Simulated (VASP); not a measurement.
# Cu (I4/mmm) in VASP: a series of runs, part 3 of 3

VASP 6.6.1. Earlier steps stand in the parts before.

## 5. Relaxation of cell and atoms, PBEsol

This run uses another cell than the first one, of 11.46 Å³/atom, 0.952 times its volume.

The input, INCAR:

```
SYSTEM = Cu
ALGO = Normal ; EDIFF = 1E-6
EDIFFG = -0.005 ; ENCUT = 600
GGA = PS ; IBRION = 2
ISIF = 3 ; ISMEAR = 0
LASPH = .True. ; LCHARG = .False.
LREAL = .False. ; LWAVE = .False.
NELM = 100 ; NSW = 100
PREC = Accurate ; SIGMA = 0.1
```

The input, KPOINTS:

```
k-points
0
Gamma
  20 20 20
  0 0 0
```

The input, POSCAR:

```
Cu
1.0
   -1.4427933200      1.4427933200      1.3760814500
    1.4427933200     -1.4427933200      1.3760814500
    1.4427933200      1.4427933200     -1.3760814500
Cu
1
Direct
    0.0000000000      0.0000000000      0.0000000000
```

Potentials or basis: VASP PAW PBE potentials, release 64 (Cu).

The run is started by

```console
$ cat potpaw_PBE.64/Cu/POTCAR > POTCAR
$ mpirun -np 1 vasp_std > vasp.out
```

OUTCAR:

```text
SYSTEM = Cu
   EDIFF = 1E-6
   EDIFFG = -0.005
   ENCUT = 600
   GGA = PS
   IBRION = 2
   ISIF = 3
   ISMEAR = 0
   LASPH = .True.
   LREAL = .False.
   NELM = 100
   NSW = 100
   PREC = Accurate

 ion  position               nearest neighbor table
   1  0.000  0.000  0.000-

  LATTYP: Found a body centered tetragonal cell.
 ALAT       =     2.8855866400
 C/A-ratio  =     0.9537620052

  Lattice vectors:

 A1 = (  -1.4427933200,   1.4427933200,   1.3760814500)
 A2 = (   1.4427933200,  -1.4427933200,   1.3760814500)
 A3 = (   1.4427933200,   1.4427933200,  -1.3760814500)

Analysis of symmetry for initial positions (statically):
=====================================================================
 Subroutine PRICEL returns:
 Original cell was already a primitive cell.

 Routine SETGRP: Setting up the symmetry group for a
 body centered tetragonal supercell.

 Subroutine GETGRP returns: Found 16 space group operations
 (whereof 16 operations were pure point group operations)
 out of a pool of 16 trial point group operations.

The static configuration has the point symmetry D_4h.

Analysis of symmetry for dynamics (positions and initial velocities):
[... 168 lines left out ...]
  external PRESSURE =      -6.0016558 kB  Pullay stress =       0.0000000 kB
[... 267 lines left out ...]
--------------------------------------- Ionic step        9  -------------------------------------------

 number of electron      11.0000005 magnetization

 Free energy of the ion-electron system (eV)
  ---------------------------------------------------
  ext. energy  EPLUGINS =         0.00000000
  ---------------------------------------------------
  free energy    TOTEN  =        -4.27003066 eV

  energy without entropy =       -4.26782650  energy(sigma->0) =       -4.26892858

 E-fermi :   7.8217     XC(G=0): -13.1076

 val. band max:        7.8172854146   @ k =  -0.1500  -0.4000   0.1500
 cond. band min:       7.8256375174   @ k =   0.5000   0.2000   0.1500
 fundamental gap:      0.0083521028
 Fermi energy:         7.8216861361

 k-point     1 :       0.0000    0.0000    0.0000
  band No.  band energies     occupation
      1      -1.8188      2.00000
      2       4.4511      2.00000
      3       4.7067      2.00000
      4       4.7067      2.00000
      5       5.5304      2.00000
      6       5.8026      2.00000
      7      32.5367      0.00000
      8      32.5367      0.00000
      9      34.1947      0.00000
[... 265 lines left out ...]
 k-point    24 :      -0.3500    0.0500    0.0000
  band No.  band energies     occupation
      1       1.7501      2.00000
      2       3.9870      2.00000
      3       4.7194      2.00000
      4       5.6300      2.00000
      5       5.7567      2.00000
      6       5.9855      2.00000
      7      18.4377      0.00000
      8      25.2864      0.00000
      9      26.8866      0.00000

 [... further k-points ...]

------------------------ aborting loop because EDIFF is reached ----------------------------------------

  FORCE on cell =-STRESS in cart. coord.  units (eV):
  Direction    XX          YY          ZZ          XY          YZ          ZX
  --------------------------------------------------------------------------------------
  -------------------------------------------------------------------------------------
  Total        0.0001188      0.0001188     -0.0022329      0.0000000      0.0000000      0.0000000
  in kB        0.0166686      0.0166686     -0.3133388      0.0000000      0.0000000      0.0000000
  external PRESSURE =      -0.0933339 kB  Pullay stress =       0.0000000 kB
[... 16 lines left out ...]
  FREE ENERGIE OF THE ION-ELECTRON SYSTEM (eV)
  ---------------------------------------------------
  free  energy   TOTEN  =        -4.2700306601 eV

  energy  without entropy=       -4.2678265037  energy(sigma->0) =       -4.26892858

 reached required accuracy - stopping structural energy minimisation
```

OSZICAR:

```text
N       E                     dE             d eps       ncg     rms          rms(c)
DAV:   1     0.379435136757E+02    0.37944E+02   -0.62320E+03 11883   0.230E+03
DAV:   2    -0.488208578765E+01   -0.42826E+02   -0.40892E+02 11697   0.206E+02
[... 57 lines left out ...]
   8 F= -.42700283E+01 E0= -.42689177E+01  d E =-.145946E-03
       N       E                     dE             d eps       ncg     rms          rms(c)
DAV:   1    -0.427114857282E+01   -0.11203E-02   -0.38950E-02 13001   0.258E+00    0.237E-01
DAV:   2    -0.427040356706E+01    0.74501E-03   -0.69334E-04 16225   0.712E-01    0.137E-01
DAV:   3    -0.427007242755E+01    0.33114E-03   -0.65743E-04 16247   0.701E-01    0.487E-02
DAV:   4    -0.427003038677E+01    0.42041E-04   -0.19965E-04 13736   0.339E-01    0.525E-03
DAV:   5    -0.427003066010E+01   -0.27333E-06   -0.93164E-07  7380   0.262E-02
   9 F= -.42700307E+01 E0= -.42689286E+01  d E =-.148310E-03
```

CONTCAR:

```text
Cu
   1.00000000000000
    -1.4474553986047645    1.4474553986047645    1.3623745173537238
     1.4474553986047645   -1.4474553986047645    1.3623745173537238
     1.4474553986047645    1.4474553986047645   -1.3623745173537238
  Cu
     1
Direct
     0.0000000000000000    0.0000000000000000    0.0000000000000000

  0.00000000E+00  0.00000000E+00  0.00000000E+00
```

Wall time 2.2 min (1 thread of Intel Xeon 6975P-C (Granite Rapids), shared host); peak memory 0.21 GiB.

What came out:

```
Free energy                            : -4.2700 eV
Relaxed volume                         : 11.42 Å³/atom
Relaxed cell                           : a = 2.459 Å, b = 2.459 Å, c = 2.459 Å, α = 107.88°, β = 107.88°, γ = 112.71°
Space group after relaxing (to 0.05 Å) : I4/mmm (No. 139)
Energy gained by relaxing              : 0.3 meV/atom
Ionic steps                            : 9
Pressure after relaxing                : 0.0 GPa
```

Step by step:
```csv
step,energy change (eV),largest force (eV/Å),pressure (GPa),volume (Å³)
1,0.0000,0.0000,-0.60,11.46
2,-0.0001,0.0000,0.36,11.39
3,-0.0001,0.0000,0.15,11.40
4,-0.0001,0.0000,0.09,11.41
5,-0.0002,0.0000,0.06,11.41
6,-0.0002,0.0000,0.01,11.41
7,-0.0003,0.0000,-0.11,11.42
8,-0.0003,0.0000,-0.05,11.42
9,-0.0003,0.0000,-0.01,11.42
```

Final structure:
```cif
data_structure
_symmetry_space_group_name_H-M 'P 1'
_symmetry_Int_Tables_number 1
_cell_length_a 2.4589
_cell_length_b 2.4589
_cell_length_c 2.4589
_cell_angle_alpha 107.877
_cell_angle_beta 107.877
_cell_angle_gamma 112.709
_cell_volume 11.42
loop_
_atom_site_label
_atom_site_type_symbol
_atom_site_fract_x
_atom_site_fract_y
_atom_site_fract_z
_atom_site_occupancy
Cu1 Cu 0.00000 0.00000 0.00000 1
```

Levels at points of the mesh, in eV from the Fermi level:
```csv
k point,band 2,band 3,band 4,band 5,band 6,band 7,band 8,band 9
"(0.00, 0.00, 0.00)",-3.37,-3.11,-3.11,-2.29,-2.02,24.72,24.72,26.37
"(0.50, 0.00, 0.00)",-4.06,-2.17,-1.91,-1.37,-0.54,4.76,17.26,17.36
"(0.50, 0.50, 0.00)",-3.75,-2.37,-2.09,-1.40,-1.01,4.09,18.86,19.19
"(0.50, 0.50, 0.50)",-4.80,-1.57,-1.57,-1.51,7.55,7.55,9.92,13.25
```

Caveat: the PAW data sets were made with another functional, which shifts forces and pressure a little.

## 6. Overview

| task | cell | cutoff (eV) | gap on the mesh (eV) | pressure (GPa) |
| --- | --- | --- | --- | --- |
| single point | a = 2.503 Å, angles 107.7, 107.7, 113.0°, 1 atom | 520 | none | -7.6 |
| relaxation of shape and atoms at fixed volume | relaxed from a = 2.352 Å, angles 108.3, 108.3, 111.8°, 1 atom | 600 | none | 29.9 |
| relaxation of shape and atoms at fixed volume | relaxed from a = 2.378 Å, angles 108.2, 108.2, 112.1°, 1 atom | 600 | none | 20.6 |
| relaxation of cell and atoms | relaxed from a = 2.461 Å, angles 108.2, 108.2, 112.0°, 1 atom | 600 | none | 0.0 |

Alike in all rows: level PBEsol; potentials or basis VASP PAW PBE potentials, release 64 (Cu); no spin polarisation; k mesh 20 × 20 × 20; smearing gaussian 0.1 eV.

Caveats: the PAW data sets were made with another functional, which shifts forces and pressure a little; the relaxation stopped at its first step, so nothing moved (some runs).

Total energies depend on the potentials used, so only differences within one code and one set of settings carry meaning.
